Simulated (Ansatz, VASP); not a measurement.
One calculation of W, two programs

```xyz
1
Lattice="-1.5779 1.5779 1.5779 1.5779 -1.5779 1.5779 1.5779 1.5779 -1.5779" Properties=species:S:1:pos:R:3 pbc="T T T"
W     0.0000    0.0000    0.0000
```

Alike in both runs: functional PBEsol; k mesh 8 × 8 × 8; occupations gaussian, width 0.1 eV; no spin polarisation.

Ansatz relaxed the structure, and its values are those at the end. VASP's run is a single point on that final structure, the one shown.

|  | VASP | Ansatz |
| --- | --- | --- |
| version | VASP 6.6.1 | Ansatz 0.2.0 |
| potentials or method | VASP PAW PBE potentials, release 64 (W_sv), cutoff 500 eV | scalar-relativistic, plane waves, PAW |
| valence electrons in the cell | 14 | 14 |

```csv
,VASP,Ansatz,Ansatz less VASP
gap on the k mesh at the Fermi level (eV),none,none,-
pressure (GPa),0.6,0.0,-0.62
```

VASP's potentials were made for PBE, not for PBEsol. A gap of «none» marks a metal or a gap that the smearing closes. The functional is the same, so the differences come from potentials, cutoffs and numerics.

Neither program's run includes spin-orbit coupling.
